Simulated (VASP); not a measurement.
# SiNi (Pmmn) in VASP: notebook, part 2 of 2

VASP 6.6.1. The steps go on from the part before.

### Step 4. Single point, PBEsol (strain along c alone, the other axes held: +4.5 %, then relaxed in part)

INCAR

```
  ALGO = Fast
  EDIFF = 1E-7
  ENCUT = 520
  GGA = PS
  ISIF = 2
  ISMEAR = 0
  LASPH = T
  LCHARG = F
  LREAL = F
  LWAVE = F
  NBANDS = 22
  NELM = 60
  PREC = Accurate
  SIGMA = 0.1
```

KPOINTS

```
k-points
0
Gamma
  18 16 12
```

POSCAR

```
SiNi
1.0
    2.9947885111      0.0000000000      0.0000000000
    0.0000000000      3.2345974111      0.0000000000
    0.0000000000      0.0000000000      4.8827301197
Si Ni
2 2
Direct
    0.5000000000      0.5000000000      0.8402198251
    0.0000000000      0.0000000000      0.1597801749
    0.5000000000      0.5000000000      0.3383528180
    0.0000000000      0.0000000000      0.6616471820
```

Potentials or basis: VASP PAW PBE potentials, release 64 (Si, Ni).

Launch:

```sh
$ cat potpaw_PBE.64/Si/POTCAR potpaw_PBE.64/Ni/POTCAR > POTCAR
$ mpirun -np 1 vasp_std > vasp.out
```

OUTCAR:

```text
EDIFF = 1E-7
   ENCUT = 520
   GGA = PS
   ISIF = 2
   ISMEAR = 0
   LASPH = T
   LREAL = F
   NELM = 60
   PREC = Accurate

 ion  position               nearest neighbor table
   1  0.500  0.500  0.840-   4 2.37   4 2.37   4 2.37   4 2.37   3 2.43   3 2.45   2 2.70   2 2.70
                             2 2.70   2 2.70
   2  0.000  0.000  0.160-   3 2.37   3 2.37   3 2.37   3 2.37   4 2.43   4 2.45   1 2.70   1 2.70
                             1 2.70   1 2.70
   3  0.500  0.500  0.338-   2 2.37   2 2.37   2 2.37   2 2.37   1 2.43   1 2.45   4 2.71   4 2.71
                             4 2.71   4 2.71
   4  0.000  0.000  0.662-   1 2.37   1 2.37   1 2.37   1 2.37   2 2.43   2 2.45   3 2.71   3 2.71
                             3 2.71   3 2.71

  LATTYP: Found a simple orthorhombic cell.
 ALAT       =     2.9947885111
 B/A-ratio  =     1.0800754040
 C/A-ratio  =     1.6304089927

  Lattice vectors:

 A1 = (   2.9947885111,   0.0000000000,   0.0000000000)
 A2 = (   0.0000000000,   3.2345974111,   0.0000000000)
 A3 = (   0.0000000000,   0.0000000000,   4.8827301197)

Analysis of symmetry for initial positions (statically):
=====================================================================
 Subroutine PRICEL returns:
 Original cell was already a primitive cell.

 Routine SETGRP: Setting up the symmetry group for a
 simple orthorhombic supercell.

 Subroutine GETGRP returns: Found  8 space group operations
 (whereof  4 operations were pure point group operations)
 out of a pool of  8 trial point group operations.

The static configuration has the point symmetry C_2v.
 The point group associated with its full space group is D_2h.

Analysis of symmetry for dynamics (positions and initial velocities):
=====================================================================
 Subroutine PRICEL returns:
 Original cell was already a primitive cell.

 Routine SETGRP: Setting up the symmetry group for a
 simple orthorhombic supercell.

 Subroutine GETGRP returns: Found  8 space group operations
 (whereof  4 operations were pure point group operations)
 out of a pool of  8 trial point group operations.

The dynamic configuration has the point symmetry C_2v.
 The point group associated with its full space group is D_2h.

 Subroutine INISYM returns: Found  8 space group operations
 (whereof  4 operations are pure point group operations),
 and found     1 'primitive' translations

----------------------------------------------------------------------------------------

                                     Primitive cell

  volume of cell :      47.2987

  direct lattice vectors                    reciprocal lattice vectors
     2.994788511  0.000000000  0.000000000     0.333913395  0.000000000  0.000000000
     0.000000000  3.234597411  0.000000000     0.000000000  0.309157485  0.000000000
     0.000000000  0.000000000  4.882730120     0.000000000  0.000000000  0.204803455

  length of vectors
     2.994788511  3.234597411  4.882730120     0.333913395  0.309157485  0.204803455

  position of ions in fractional coordinates (direct lattice)
     0.500000000  0.500000000  0.840219825
     0.000000000  0.000000000  0.159780175
     0.500000000  0.500000000  0.338352818
     0.000000000  0.000000000  0.661647182

  ion indices of the primitive-cell ions
   primitive index   ion index
[... 24 lines left out ...]
     0.000000000  0.000000000  0.000000000

 Subroutine IBZKPT returns following result:
 ===========================================

 Found    630 irreducible k-points:

 Following reciprocal coordinates:
            Coordinates               Weight
  0.000000  0.000000  0.000000      1.000000
  0.055556  0.000000  0.000000      2.000000
  0.111111  0.000000  0.000000      2.000000
  0.166667  0.000000  0.000000      2.000000
  0.222222  0.000000  0.000000      2.000000
  0.277778  0.000000  0.000000      2.000000
[... 16 lines left out ...]
  0.111111  0.125000  0.000000      4.000000
  0.166667  0.125000  0.000000      4.000000
 [... further k-points ...]
   k-points           NKPTS =    630   k-points in BZ     NKDIM =    630   number of bands    NBANDS=     22
   number of dos      NEDOS =    301   number of ions     NIONS =      4
   total plane-waves  NPLWV =  20736
   dimension x,y,z NGX =    24 NGY =   24 NGZ =   36
   dimension x,y,z NGXF=    48 NGYF=   48 NGZF=   72
   ions per type =               2   2
   NGX,Y,Z   is equivalent  to a cutoff of  13.32, 12.34, 12.26 a.u.
   NGXF,Y,Z  is equivalent  to a cutoff of  26.65, 24.67, 24.51 a.u.
 SYSTEM =  unknown system
   PREC   = accura    normal or accurate (medium, high low for compatibility)
   ISTART =      0    job   : 0-new  1-cont  2-samecut
   ICHARG =      2    charge: 1-file 2-atom 10-const
   ISPIN  =      1    spin polarized calculation?
   LNONCOLLINEAR =      F non collinear calculations
   LSORBIT =      F    spin-orbit coupling
   LASPH  =      T    aspherical Exc in radial PAW
   ENCUT  =  520.0 eV  38.22 Ry    6.18 a.u.   5.57  6.01  9.08*2*pi/ulx,y,z
   NELM   =     60;   NELMIN=  2; NELMDL= -5     # of ELM steps
   EDIFF  = 0.1E-06   stopping-criterion for ELM
   LREAL  =      F    real-space projection
   EDIFFG = 0.1E-05   stopping-criterion for IOM
   NSW    =      0    number of steps for IOM
   IBRION =     -1    ionic relax: 0-MD 1-quasi-New 2-CG
   NFREE  =      0    steps in history (QN), initial steepest desc. (CG)
   ISIF   =      2    stress and relaxation
   ISYM   =      2    0-nonsym 1-usesym 2-fastsym
   POTIM  = 0.5000    time-step for ionic-motion
   TEBEG  =    0.0;   TEEND  =   0.0 temperature during run
   PSTRESS=    0.0 pullay stress
   NELECT =      28.0000    total number of electrons
   NUPDOWN=      -1.0000    fix difference up-down
   EMIN   =  10.00;   EMAX   =-10.00  energy-range for DOS
   EFERMI =   0.00;   METHOD = LEGACY
   ISMEAR =     0;   SIGMA  =   0.10  broadening in eV -4-tet -1-fermi 0-gaus
   EFERMI_NEDOS =   21; number of points for ismear=-14 and -15
   IALGO  =     68    algorithm
   IMIX   =      4    mixing-type and parameters
     AMIX     =   0.40;   BMIX     =  1.00
     AMIX_MAG =   1.60;   BMIX_MAG =  1.00
  volume/ion in A,a.u.               =      11.82        79.80
  Fermi-wavevector in a.u.,A,eV,Ry     =   1.374605  2.597626 25.708724  1.889538
  Thomas-Fermi vector in A             =   2.500016
   LORBIT       =      0    0 simple, 1 ext, 2 COOP (PROOUT), +10 PAW based schemes
   GGA     = PS    functional components
   LHFCALC =     F    Hartree Fock is set to
   AEXX    =    0.0000 exact exchange contribution
   IVDW    =     0    specifies the selected vdW correction
   LEPSILON=     F    determine dielectric tensor
   LRPA    =     F    only Hartree local field effects (RPA)
 non-spin polarized calculation
 RMM-DIIS sequential band-by-band and
 Gauss-broadening in eV      SIGMA  =   0.10
  energy-cutoff  :      520.00
  volume of cell :       47.30
 maximum number of plane-waves:      1296
 NGX is ok and might be reduce to    24
   NGX = 11   NGY = 13   NGZ = 19

 number of electron      27.9999985 magnetization

 Free energy of the ion-electron system (eV)
  ---------------------------------------------------
  ext. energy  EPLUGINS =         0.00000000
  ---------------------------------------------------
  free energy    TOTEN  =       -25.86415065 eV

  energy without entropy =      -25.85828397  energy(sigma->0) =      -25.86121731

 E-fermi :  10.9325     XC(G=0): -12.4883

 val. band max:       10.9301893933   @ k =   0.3889   0.2500   0.5000
 cond. band min:      10.9337719926   @ k =   0.2778   0.3750   0.0000
 fundamental gap:      0.0035825993
 Fermi energy:        10.9325346064

 k-point     1 :       0.0000    0.0000    0.0000
  band No.  band energies     occupation
      1      -2.7900      2.00000
      2       2.6009      2.00000
      3       4.3173      2.00000
      4       6.8912      2.00000
      5       7.4972      2.00000
      6       8.0481      2.00000
[... 589 lines left out ...]
     21      19.5441      0.00000
     22      20.0172      0.00000

 [... further k-points ...]
[... 5 lines left out ...]
  --------------------------------------------------------------------------------------
  -------------------------------------------------------------------------------------
  Total       -1.5599826     -1.4345942     -4.2413635      0.0000000      0.0000000      0.0000000
  in kB      -52.8422412    -48.5948815   -143.6702868      0.0000000      0.0000000      0.0000000
  external PRESSURE =     -81.7024698 kB  Pullay stress =       0.0000000 kB

 VOLUME and BASIS-vectors are now :
 -----------------------------------------------------------------------------
  energy-cutoff  :      520.00
  volume of cell :       47.30
      direct lattice vectors                 reciprocal lattice vectors
     2.994788511  0.000000000  0.000000000     0.333913395  0.000000000  0.000000000
     0.000000000  3.234597411  0.000000000     0.000000000  0.309157485  0.000000000
     0.000000000  0.000000000  4.882730120     0.000000000  0.000000000  0.204803455

 POSITION                                       TOTAL-FORCE (eV/Angst)
 -----------------------------------------------------------------------------------
      1.49739      1.61730      4.10257         0.000000      0.000000      0.006969
      0.00000      0.00000      0.78016         0.000000      0.000000     -0.006969
      1.49739      1.61730      1.65209         0.000000      0.000000      0.009839
      0.00000      0.00000      3.23064         0.000000      0.000000     -0.009839
 -----------------------------------------------------------------------------------
    total drift:                                0.000000     -0.000000      0.000000

  FREE ENERGIE OF THE ION-ELECTRON SYSTEM (eV)
  ---------------------------------------------------
  free  energy   TOTEN  =       -25.8641506517 eV

  energy  without entropy=      -25.8582839663  energy(sigma->0) =      -25.86121731
```

Run time: 11 min. Hardware: 1 thread of Oxide Virtual Turin-like, shared host; peak memory 0.57 GiB.

Results:

* Free energy: -25.8642 eV
* Pressure: -8.2 GPa
* Largest force: 0.010 eV/Å
* Band gap on the k mesh: zero (bands 14 and 15 overlap by 2.01 eV)

Forces on the atoms (eV/Å):
```
Si   0.000  0.000  0.007
Si   0.000  0.000 -0.007
Ni   0.000  0.000  0.010
Ni   0.000  0.000 -0.010
```

Levels at points of the mesh, in eV from the Fermi level:
```
           k point  band 12  band 13  band 14  band 15  band 16  band 17
(0.00, 0.00, 0.00)    -2.03    -1.90    -0.66     1.19     3.16     5.12
(0.50, 0.00, 0.00)    -2.44    -1.56    -1.56     1.38     1.38     3.89
(0.00, 0.50, 0.00)    -2.19    -1.98    -1.98     0.96     0.96     4.99
(0.50, 0.50, 0.00)    -1.90    -1.56    -1.56     1.62     1.62     1.63
(0.00, 0.00, 0.50)    -2.07     1.24     1.36     2.12     2.68     2.95
(0.50, 0.00, 0.50)    -2.17    -1.41    -1.41     4.08     4.08     4.79
(0.00, 0.50, 0.50)    -2.00    -1.89    -1.89     4.62     4.62     5.31
(0.50, 0.50, 0.50)    -1.89    -1.45    -1.45    -0.38    -0.38     1.06
```

Caveat: the cell differs from its parent crystal (strain along c alone, the other axes held: +4.5 %, then relaxed in part); the stress differs along the axes, from -14 to -5 GPa; the PAW data sets were made with another functional, which shifts forces and pressure a little. Spin polarisation is off, so any magnetic state and its effect on volume and gap are missing.

### Step 5. Single point, PBEsol (strain along c alone, the other axes held: +1.5 %, then relaxed in part)

INCAR

```
ALGO     = Fast           # electronic algorithm
EDIFF    = 1E-6           # SCF threshold, eV
ENCUT    = 520            # plane-wave cutoff, eV
GGA      = PS             # functional
ISIF     = 2              # what is computed and relaxed
ISMEAR   = 0              # smearing method
LASPH    = T              # aspherical terms in the spheres
LCHARG   = F              # write CHGCAR
LREAL    = F              # projectors in reciprocal space
LWAVE    = F              # write WAVECAR
NBANDS   = 22             # bands
NELM     = 100            # most SCF steps
PREC     = Accurate       # precision mode
SIGMA    = 0.1            # smearing width, eV
```

KPOINTS is that of step 4.

POSCAR

```
SiNi
1.0
    2.9947885111      0.0000000000      0.0000000000
    0.0000000000      3.2345974111      0.0000000000
    0.0000000000      0.0000000000      4.7425560493
Si Ni
2 2
Direct
    0.5000000000      0.5000000000      0.8417707858
    0.0000000000      0.0000000000      0.1582292142
    0.5000000000      0.5000000000      0.3416913254
    0.0000000000      0.0000000000      0.6583086746
```

Launch:

```sh
$ cat potpaw_PBE.64/Si/POTCAR potpaw_PBE.64/Ni/POTCAR > POTCAR
$ mpirun -np 1 vasp_std > vasp.out
```

It took 9 min on 1 thread of Oxide Virtual Turin-like, shared host; peak memory 0.56 GiB.

It converged, with:

```yaml
Free_energy: -25.9506 eV
Pressure: -3.2 GPa
Largest_force: 0.012 eV/Å
Band_gap_on_the_k_mesh: zero (bands 14 and 15 overlap by 2.22 eV)
```

Forces in eV/Å, atoms in the order of the input:
```
Si   0.000  0.000  0.002
Si   0.000  0.000 -0.002
Ni   0.000  0.000  0.012
Ni   0.000  0.000 -0.012
```

Stress tensor (GPa, compression positive):
```
-2.11  0.00  0.00
 0.00 -1.59  0.00
 0.00  0.00 -5.80
```

Levels at points of the mesh, in eV from the Fermi level:
```
           k point  band 12  band 13  band 14  band 15  band 16  band 17
(0.00, 0.00, 0.00)    -2.04    -1.96    -0.91     0.95     3.14     5.21
(0.50, 0.00, 0.00)    -2.52    -1.64    -1.64     1.60     1.60     3.73
(0.00, 0.50, 0.00)    -2.26    -2.06    -2.06     1.17     1.17     4.82
(0.50, 0.50, 0.00)    -1.98    -1.62    -1.62     1.61     1.61     1.88
(0.00, 0.00, 0.50)    -2.09     1.34     1.80     2.04     2.63     2.82
(0.50, 0.00, 0.50)    -2.20    -1.46    -1.46     3.95     3.95     5.22
(0.00, 0.50, 0.50)    -2.04    -1.94    -1.94     5.09     5.09     5.19
(0.50, 0.50, 0.50)    -1.99    -1.55    -1.55    -0.38    -0.38     1.05
```

Caveat: the cell differs from its parent crystal (strain along c alone, the other axes held: +1.5 %, then relaxed in part); the cell stands under tension; the PAW data sets were made with another functional, which shifts forces and pressure a little.

### Step 6. The runs side by side

```csv
cell,gap on the mesh (eV),pressure (GPa),largest force (eV/Å)
"a = 3.040, b = 3.283, c = 4.633 Å, 4 atoms, atomic positions A",none,-2.9,0.01
"a = 2.995, b = 3.235, c = 4.883 Å, 4 atoms, atomic positions B",none,-8.2,0.01
"a = 2.995, b = 3.235, c = 4.743 Å, 4 atoms, atomic positions C",none,-3.2,0.01
```

Alike in all rows: task single point; level PBEsol; potentials or basis VASP PAW PBE potentials, release 64 (Si, Ni); no spin polarisation; k mesh 18 × 16 × 12; cutoff (eV) 520; smearing gaussian 0.1 eV.

Caveats: the PAW data sets were made with another functional, which shifts forces and pressure a little; the stress differs along the axes, from -5 to 1 GPa (at least some runs); the stress differs along the axes, from -14 to -5 GPa (at least some runs); the cell stands under tension (at least some runs).

Total energies depend on the potentials used, so only differences within one code and one set of settings carry meaning.
